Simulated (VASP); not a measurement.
A run of VASP 6.6.1 is set up as follows.

INCAR

```
SYSTEM = Os
  PREC = Accurate
  ENCUT = 520
  EDIFF = 1E-8
  ISMEAR = -1
  SIGMA = 0.03
  LREAL = .False.
  LASPH = .True.
  NELM = 80
  ALGO = Normal
  ISIF = 2
  LWAVE = .False.
  LCHARG = .False.
  GGA = PE
  LEFG = .True.
  NBANDS = 10
```

Contents of KPOINTS:

```
regular mesh
0
Gamma
  14 14 14
  0 0 0
```

File POSCAR:

```
Os
1.0
    0.0000000000      1.9450000000      1.9450000000
    1.9450000000      0.0000000000      1.9450000000
    1.9450000000      1.9450000000      0.0000000000
Os
1
Direct
    0.0000000000      0.0000000000      0.0000000000
```

Potentials or basis: VASP PAW PBE potentials, release 64 (Os).

The run is started by

```sh
$ cat potpaw_PBE.64/Os/POTCAR > POTCAR
$ mpirun -np 1 vasp_std > vasp.out
```

(1) Predict the band gap on the k mesh.

(2) Predict the pressure.

Answers

(1) zero (bands 4 and 5 overlap by 3.50 eV).

(2) -9.7 GPa.

Caveat: the cell stands under tension; spin-orbit coupling is left out, which moves the levels of the heavy elements.
